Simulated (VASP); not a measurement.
# W (C2/m) in VASP: notebook, part 3 of 3

VASP 6.6.1. Earlier steps stand in the parts before.

### 5 Single point, PBEsol (engineering shear strain xz -0.1000, normal strain along z -0.1500)

INCAR reads:

```
SYSTEM = W
PREC = Accurate ; ENCUT = 500
EDIFF = 1E-6 ; ISMEAR = 0
SIGMA = 0.15 ; LREAL = .False.
LASPH = .True. ; NELM = 120
ALGO = Normal ; ISIF = 2
LWAVE = .False. ; LCHARG = .False.
GGA = PS ; NBANDS = 13
GGA_COMPAT = .False.
```

KPOINTS reads:

```
Automatic mesh
0
Gamma
  20 20 20
  0 0 0
```

POSCAR reads:

```
W
1.0
   -0.0999563461      1.9991269217      1.6992578834
    1.8991705756      0.0000000000      1.5993015374
    1.9991269217      1.9991269217     -0.0999563461
W
1
Direct
    0.0000000000      0.0000000000      0.0000000000
```

Potentials or basis: VASP PAW PBE potentials, release 64 (W_sv).

Launch:

```console
$ cat potpaw_PBE.64/W_sv/POTCAR > POTCAR
$ mpirun -np 1 vasp_std > vasp.out
```

OUTCAR:

```text
SYSTEM = W
   PREC = Accurate
   ENCUT = 500
   EDIFF = 1E-6
   ISMEAR = 0
   LREAL = .False.
   LASPH = .True.
   NELM = 120
   ISIF = 2
   GGA = PS

 ion  position               nearest neighbor table
   1  0.000  0.000  0.000-

  LATTYP: Found a base centered monoclinic cell.
 ALAT       =     3.4043904744
 B/A-ratio  =     1.1744404390
 C/A-ratio  =     0.7293123828
 COS(beta)  =    -0.5981070757

  Lattice vectors:

 A1 = (   0.0999563461,  -1.9991269217,  -1.6992578834)
 A2 = (   0.0999563461,   1.9991269217,  -1.6992578835)
 A3 = (   1.8991705756,   0.0000000000,   1.5993015374)

Analysis of symmetry for initial positions (statically):
=====================================================================
 Subroutine PRICEL returns:
 Original cell was already a primitive cell.

 Routine SETGRP: Setting up the symmetry group for a
 base centered monoclinic supercell.

 Subroutine GETGRP returns: Found  4 space group operations
 (whereof  4 operations were pure point group operations)
 out of a pool of  4 trial point group operations.

The static configuration has the point symmetry C_2h.

Analysis of symmetry for dynamics (positions and initial velocities):
=====================================================================
 Subroutine PRICEL returns:
 Original cell was already a primitive cell.

 Routine SETGRP: Setting up the symmetry group for a
 base centered monoclinic supercell.

 Subroutine GETGRP returns: Found  4 space group operations
 (whereof  4 operations were pure point group operations)
 out of a pool of  4 trial point group operations.

The dynamic configuration has the point symmetry C_2h.

 Subroutine INISYM returns: Found  4 space group operations
 (whereof  4 operations are pure point group operations),
 and found     1 'primitive' translations

----------------------------------------------------------------------------------------

                                     Primitive cell

  volume of cell :      13.5422

  direct lattice vectors                    reciprocal lattice vectors
    -0.099956346  1.999126922  1.699257883    -0.236091264  0.250109182  0.280358376
     1.899170576  0.000000000  1.599301537     0.265602672 -0.250109182  0.309869784
     1.999126922  1.999126922 -0.099956346     0.236091264  0.250109182 -0.280358376

  length of vectors
     2.625638413  2.482864129  2.828958849     0.443727965  0.478663415  0.443727965

  position of ions in fractional coordinates (direct lattice)
     0.000000000  0.000000000  0.000000000

  ion indices of the primitive-cell ions
   primitive index   ion index
                 1           1

----------------------------------------------------------------------------------------

 KPOINTS: Automatic mesh

Automatic generation of k-mesh.
 Grid dimensions read from file:
 generate k-points for:   20   20   20

 Generating k-lattice:

  Cartesian coordinates                     Fractional coordinates (reciprocal lattice)
    -0.011804563  0.012505459  0.014017919     0.050000000  0.000000000  0.000000000
     0.013280134 -0.012505459  0.015493489    -0.000000000  0.050000000  0.000000000
     0.011804563  0.012505459 -0.014017919     0.000000000  0.000000000  0.050000000

  Length of vectors
     0.022186398  0.023933171  0.022186398

  Shift w.r.t. Gamma in fractional coordinates (k-lattice)
     0.000000000  0.000000000  0.000000000

 Subroutine IBZKPT returns following result:
 ===========================================

 Found   2112 irreducible k-points:

 Following reciprocal coordinates:
            Coordinates               Weight
  0.000000  0.000000  0.000000      1.000000
  0.050000  0.000000 -0.000000      4.000000
  0.100000  0.000000 -0.000000      4.000000
  0.150000  0.000000 -0.000000      4.000000
  0.200000  0.000000 -0.000000      4.000000
  0.250000  0.000000 -0.000000      4.000000
[... 16 lines left out ...]
 -0.450000  0.050000 -0.000000      4.000000
 -0.400000  0.050000 -0.000000      4.000000
 [... further k-points ...]
   k-points           NKPTS =   2112   k-points in BZ     NKDIM =   2112   number of bands    NBANDS=     13
   number of dos      NEDOS =    301   number of ions     NIONS =      1
   total plane-waves  NPLWV =   8640
   dimension x,y,z NGX =    20 NGY =   18 NGZ =   24
   dimension x,y,z NGXF=    40 NGYF=   36 NGZF=   48
   ions per type =               1
   NGX,Y,Z   is equivalent  to a cutoff of  12.66, 12.05, 14.10 a.u.
   NGXF,Y,Z  is equivalent  to a cutoff of  25.33, 24.10, 28.21 a.u.
 SYSTEM =  W
   PREC   = accura    normal or accurate (medium, high low for compatibility)
   ISTART =      0    job   : 0-new  1-cont  2-samecut
   ICHARG =      2    charge: 1-file 2-atom 10-const
   ISPIN  =      1    spin polarized calculation?
   LNONCOLLINEAR =      F non collinear calculations
   LSORBIT =      F    spin-orbit coupling
   LASPH  =      T    aspherical Exc in radial PAW
   ENCUT  =  500.0 eV  36.75 Ry    6.06 a.u.   4.79  4.53  5.16*2*pi/ulx,y,z
   NELM   =    120;   NELMIN=  2; NELMDL= -5     # of ELM steps
   EDIFF  = 0.1E-05   stopping-criterion for ELM
   LREAL  =      F    real-space projection
   EDIFFG = 0.1E-04   stopping-criterion for IOM
   NSW    =      0    number of steps for IOM
   IBRION =     -1    ionic relax: 0-MD 1-quasi-New 2-CG
   NFREE  =      0    steps in history (QN), initial steepest desc. (CG)
   ISIF   =      2    stress and relaxation
   ISYM   =      2    0-nonsym 1-usesym 2-fastsym
   POTIM  = 0.5000    time-step for ionic-motion
   TEBEG  =    0.0;   TEEND  =   0.0 temperature during run
   PSTRESS=    0.0 pullay stress
   NELECT =      14.0000    total number of electrons
   NUPDOWN=      -1.0000    fix difference up-down
   EMIN   =  10.00;   EMAX   =-10.00  energy-range for DOS
   EFERMI =   0.00;   METHOD = LEGACY
   ISMEAR =     0;   SIGMA  =   0.15  broadening in eV -4-tet -1-fermi 0-gaus
   EFERMI_NEDOS =   21; number of points for ismear=-14 and -15
   IALGO  =     38    algorithm
   IMIX   =      4    mixing-type and parameters
     AMIX     =   0.40;   BMIX     =  1.00
     AMIX_MAG =   1.60;   BMIX_MAG =  1.00
  volume/ion in A,a.u.               =      13.54        91.39
  Fermi-wavevector in a.u.,A,eV,Ry     =   1.655340  3.128139 37.282017  2.740151
  Thomas-Fermi vector in A             =   2.743453
   LORBIT       =      0    0 simple, 1 ext, 2 COOP (PROOUT), +10 PAW based schemes
   GGA     = PS    functional components
   LHFCALC =     F    Hartree Fock is set to
   AEXX    =    0.0000 exact exchange contribution
   IVDW    =     0    specifies the selected vdW correction
   LEPSILON=     F    determine dielectric tensor
   LRPA    =     F    only Hartree local field effects (RPA)
 non-spin polarized calculation
 Gauss-broadening in eV      SIGMA  =   0.15
  energy-cutoff  :      500.00
  volume of cell :       13.54
 maximum number of plane-waves:       358
   NGX =  9   NGY =  9   NGZ = 11

 number of electron      14.0000002 magnetization

 Free energy of the ion-electron system (eV)
  ---------------------------------------------------
  ext. energy  EPLUGINS =         0.00000000
  ---------------------------------------------------
  free energy    TOTEN  =       -13.00832121 eV

  energy without entropy =      -13.00140703  energy(sigma->0) =      -13.00486412

 E-fermi :  13.6521     XC(G=0): -14.6596

 val. band max:       13.6508476746   @ k =   0.2500  -0.2500   0.1500
 cond. band min:      13.6531262953   @ k =   0.2000  -0.1500   0.0500
 fundamental gap:      0.0022786208
 Fermi energy:        13.6521000251

 k-point     1 :       0.0000    0.0000    0.0000
  band No.  band energies     occupation
      1     -60.2760      2.00000
      2     -23.7148      2.00000
      3     -23.5494      2.00000
      4     -23.2161      2.00000
      5       3.2265      2.00000
      6      11.2367      2.00000
      7      11.2538      2.00000
      8      14.6879      0.00000
      9      14.7925      0.00000
     10      17.5887      0.00000
     11      26.5466      0.00000
     12      30.2148      0.00000
     13      30.5188      0.00000
[... 353 lines left out ...]
 k-point    24 :      -0.4000    0.0500   -0.0000
  band No.  band energies     occupation
      1     -60.0829      2.00000
      2     -25.4285      2.00000
      3     -23.8696      2.00000
      4     -23.4163      2.00000
      5       6.5413      2.00000
      6      10.3533      2.00000
      7      12.7382      2.00000
      8      14.7519      0.00000
      9      18.5255      0.00000
     10      19.3511      0.00000
     11      26.3390      0.00000
     12      27.8597      0.00000
     13      34.8335      0.00000

 [... further k-points ...]

------------------------ aborting loop because EDIFF is reached ----------------------------------------

  FORCE on cell =-STRESS in cart. coord.  units (eV):
  Direction    XX          YY          ZZ          XY          YZ          ZX
  --------------------------------------------------------------------------------------
  -------------------------------------------------------------------------------------
  Total        7.3905615      6.7579363      4.3189645      0.0000000     -0.0000000      1.5782244
  in kB      874.3739485    799.5283605    510.9747179      0.0000000     -0.0000000    186.7190057
  external PRESSURE =     728.2923423 kB  Pullay stress =       0.0000000 kB

 VOLUME and BASIS-vectors are now :
 -----------------------------------------------------------------------------
  energy-cutoff  :      500.00
  volume of cell :       13.54
      direct lattice vectors                 reciprocal lattice vectors
    -0.099956346  1.999126922  1.699257883    -0.236091264  0.250109182  0.280358376
     1.899170576  0.000000000  1.599301537     0.265602672 -0.250109182  0.309869784
     1.999126922  1.999126922 -0.099956346     0.236091264  0.250109182 -0.280358376

 POSITION                                       TOTAL-FORCE (eV/Angst)
 -----------------------------------------------------------------------------------
      0.00000      0.00000      0.00000         0.000000      0.000000      0.000000
 -----------------------------------------------------------------------------------
    total drift:                                0.000000     -0.000000      0.000000

  FREE ENERGIE OF THE ION-ELECTRON SYSTEM (eV)
  ---------------------------------------------------
  free  energy   TOTEN  =       -13.0083212053 eV

  energy  without entropy=      -13.0014070252  energy(sigma->0) =      -13.00486412
```

OSZICAR:

```text
N       E                     dE             d eps       ncg     rms          rms(c)
DAV:   1     0.811061906446E+02    0.81106E+02   -0.72388E+03 55569   0.122E+03
DAV:   2    -0.120628843456E+02   -0.93169E+02   -0.89437E+02 60962   0.314E+02
DAV:   3    -0.135408993237E+02   -0.14780E+01   -0.14741E+01 61307   0.383E+01
DAV:   4    -0.135456504094E+02   -0.47511E-02   -0.47510E-02 61182   0.239E+00
DAV:   5    -0.135456809811E+02   -0.30572E-04   -0.30572E-04 61597   0.181E-01    0.289E+01
DAV:   6    -0.131434960004E+02    0.40218E+00   -0.26755E-01 58312   0.707E+00    0.133E+01
DAV:   7    -0.130125714162E+02    0.13092E+00   -0.17929E-01 61897   0.547E+00    0.423E-01
DAV:   8    -0.130083321045E+02    0.42393E-02   -0.48646E-03 55862   0.970E-01    0.463E-02
DAV:   9    -0.130083193096E+02    0.12795E-04   -0.53436E-05 66198   0.872E-02    0.400E-02
DAV:  10    -0.130083211724E+02   -0.18629E-05   -0.78463E-06 59697   0.355E-02    0.102E-02
DAV:  11    -0.130083212053E+02   -0.32843E-07   -0.24006E-07 33071   0.559E-03
   1 F= -.13008321E+02 E0= -.13004864E+02  d E =-.691418E-02
```

stdout:

```text
POSCAR found type information on POSCAR W
 POSCAR found :  1 types and       1 ions
 scaLAPACK will be used
 -----------------------------------------------------------------------------
|                                                                             |
|                                                                             |
|     You enforced a specific xc type in the INCAR file but a different       |
|     I HOPE YOU KNOW WHAT YOU ARE DOING!                                     |
|                                                                             |
 -----------------------------------------------------------------------------

 LDA part: xc-table for (Slater+PW92), standard interpolation
 POSCAR, INCAR and KPOINTS ok, starting setup
 FFT: planning ... GRIDC
 FFT: planning ... GRID_SOFT
 FFT: planning ... GRID
 WAVECAR not read
 entering main loop
```

Run time: 2.7 min. Hardware: 1 thread of AMD EPYC 9R45 (Zen 5), shared host; peak memory 0.38 GiB.

Results:

| Property | Result |
| --- | --- |
| Free energy | -13.0083 eV |
| Pressure | 72.8 GPa |
| Band gap on the k mesh | zero (bands 7 and 8 overlap by 6.20 eV) |

Caveat: the cell differs from its parent crystal (engineering shear strain xz -0.1000, normal strain along z -0.1500); the stress differs along the axes, from 51 to 87 GPa; the PAW data sets were made with another functional, which shifts forces and pressure a little; spin-orbit coupling is left out, which moves the levels of the heavy elements.

### 6 The runs side by side

```csv
cell,gap on the mesh (eV),pressure (GPa)
"a = 2.691, b = 2.548, c = 2.829 Å, angles 59.8, 61.6, 65.3°, 1 atom",none,43.7
"a = 2.641, b = 2.201, c = 2.843 Å, angles 61.6, 67.4, 71.3°, 1 atom",none,116.9
"a = 2.631, b = 2.342, c = 2.834 Å, angles 60.2, 64.1, 69.2°, 1 atom",none,87.3
"a = 2.626, b = 2.483, c = 2.829 Å, angles 58.8, 60.8, 67.2°, 1 atom",none,72.8
```

Alike in all rows: task single point; level PBEsol; potentials or basis VASP PAW PBE potentials, release 64 (W_sv); no spin polarisation; k mesh 20 × 20 × 20; cutoff (eV) 500; smearing gaussian 0.15 eV.

Caveats: the PAW data sets were made with another functional, which shifts forces and pressure a little; spin-orbit coupling is left out, which moves the levels of the heavy elements; the stress differs along the axes, from 28 to 53 GPa (at least some runs); the stress differs along the axes, from 77 to 153 GPa (at least some runs); the stress differs along the axes, from 77 to 106 GPa (at least some runs); the stress differs along the axes, from 51 to 87 GPa (at least some runs).

Total energies depend on the potentials used, so only differences within one code and one set of settings carry meaning.
